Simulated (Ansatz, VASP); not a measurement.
**NiMoIrPdW in VASP and in Ansatz**

File INCAR:

```
PREC = Accurate ; ENCUT = 520
EDIFF = 1E-7 ; ISMEAR = -1
SIGMA = 0.05 ; LREAL = F
LASPH = T ; NELM = 150
ALGO = Normal ; ISIF = 2
LWAVE = F ; LCHARG = F
ISPIN = 2 ; MAGMOM = 1 1 0 0.6 0
LORBIT = 11 ; LMAXMIX = 4
GGA = CA ; NBANDS = 40
```

File KPOINTS:

```
Automatic mesh
0
Gamma
  11 11 3
```

The input POSCAR:

```
NiMoIrPdW
1.0
    2.3446000000     -1.4313800000      0.0090600000
    2.3446000000      1.4313800000      0.0090600000
   -2.2060000000      0.0000000000     10.9237400000
Ni Mo Pd Ir W
1 1 1 1 1
Direct
    0.4983800000      0.4983800000      0.2952500000
    0.3177300000      0.3177300000      0.9120700000
    0.2473300000      0.2473300000      0.4906100000
    0.7498200000      0.7498200000      0.1080200000
    0.6867300000      0.6867300000      0.6940600000
```

Contents of input.yaml:

```yaml
crystal:
  lattice:
    - [2.3446, -1.43138, 0.00906]
    - [2.3446, 1.43138, 0.00906]
    - [-2.206, 0.0, 10.92374]
  atoms:
    - { symbol: Ni, position: [0.49838, 0.49838, 0.29525], spin: 1.0 }
    - { symbol: Mo, position: [0.31773, 0.31773, 0.91207], spin: 1.0 }
    - { symbol: Pd, position: [0.24733, 0.24733, 0.49061] }
    - { symbol: Ir, position: [0.74982, 0.74982, 0.10802], spin: 0.6 }
    - { symbol: W, position: [0.68673, 0.68673, 0.69406] }
hamiltonian:
  xc: lda
  pseudopotentials: { kind: paw }
magnetization:
  spin_polarized: true
kpoints:
  mp_grid: { grid: [11, 11, 3] }
  band_path:
    path:
      - [[0.0, 0.0, 0.0], [-0.5, -0.5, 0.0], [-0.501637098, -0.501637098, 0.0400768515], [-0.5, -0.5, 0.5], [-0.6610839512, -0.3389160488, 0.5]]
      - [[-0.3389160488, 0.3389160488, 0.5], [0.0, 0.0, 0.5], [-0.498362902, -0.498362902, 0.9599231485]]
      - [[-0.5, -0.5, 0.0], [-0.6531734193, -0.3468265807, 0.0]]
      - [[-0.3468265807, 0.3468265807, 0.0], [0.0, 0.0, 0.0], [-0.5, 0.0, 0.0]]
      - [[-0.5, 0.0, 0.5], [0.0, 0.0, 0.0]]
    npoints: 14
scf:
  occupations: { method: fermi_dirac, width: 0.05 }
  n_extra_bands: 12
output:
  forces: true
  stress: true
  eigenvalues: true
  fatbands: false
```

Alike in both runs: functional LDA; k mesh 11 × 11 × 3; occupations fermi-dirac, width 0.05 eV; collinear spin.

```csv
,VASP,Ansatz
version,VASP 6.6.1,Ansatz 0.2.0
potentials or method,"VASP PAW LDA potentials, release 64 (Ni, Mo_sv, Pd, Ir, W_sv)",Ansatz PAW
plane-wave cutoff (eV),520,420
valence electrons in the cell,57,81
task,single point,band structure
```

|  | VASP | Ansatz | Ansatz less VASP |
| --- | --- | --- | --- |
| gap on the k mesh at the Fermi level (eV) | none | none | - |
| pressure (GPa) | -13.3 | -14.5 | -1.13 |
| traceless stress, the component that is largest in VASP (GPa) | -0.14 | -0.17 | -0.036 |
| rms of the force components (eV/Å) | 0.042 | 0.052 | +0.0102 |
| net moment per atom (μB) | 0.00 | 0.00 | 0.000 |

LDA's correlation is that of Perdew and Zunger in VASP and of Perdew and Wang (1992) in Ansatz. Atom by atom the forces differ by 0.019 eV/Å (rms over components). A gap of «none» marks a metal or a gap that the smearing closes. VASP's potentials hold 57 valence electrons a cell and Ansatz's 81, so a difference there can come from the potentials and not from the codes.

Neither program's run includes spin-orbit coupling.
